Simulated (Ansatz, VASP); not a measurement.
## One calculation of HfO2, two programs

```
Hf O
1.0
     4.81353    0.00000    0.00000
     0.00000    4.81353    0.00000
     0.00000    0.00000    3.20542
Hf O
2 4
Direct
  0.00000 0.00000 0.00000
  0.50000 0.50000 0.50000
  0.19496 0.80504 0.50000
  0.30504 0.30504 0.00000
  0.69496 0.69496 0.01560
  0.80504 0.19496 0.50000
```

Alike in both runs: task single point; functional PBEsol; k mesh 6 × 6 × 8; no spin polarisation.

```csv
,VASP,Ansatz
version,VASP 6.6.1,Ansatz 0.2.0
potentials or method,"VASP PAW PBE potentials, release 64 (Hf_pv, O)","plane waves, PAW"
plane-wave cutoff (eV),520,420
occupations,"methfessel-paxton of order 1, width 0.01 eV","cold, width 0.01 eV"
valence electrons in the cell,44,76
```

Ansatz gave:

* rms of the force components (eV/Å): 0.142

Problem. What did VASP give for the same quantities?

Solution. rms of the force components (eV/Å): 0.141.

VASP's potentials were made for PBE, not for PBEsol. Atom by atom the forces differ by 0.022 eV/Å (rms over components). VASP's potentials hold 44 valence electrons a cell and Ansatz's 76, so a difference there can come from the potentials and not from the codes.

Neither program's run includes spin-orbit coupling.
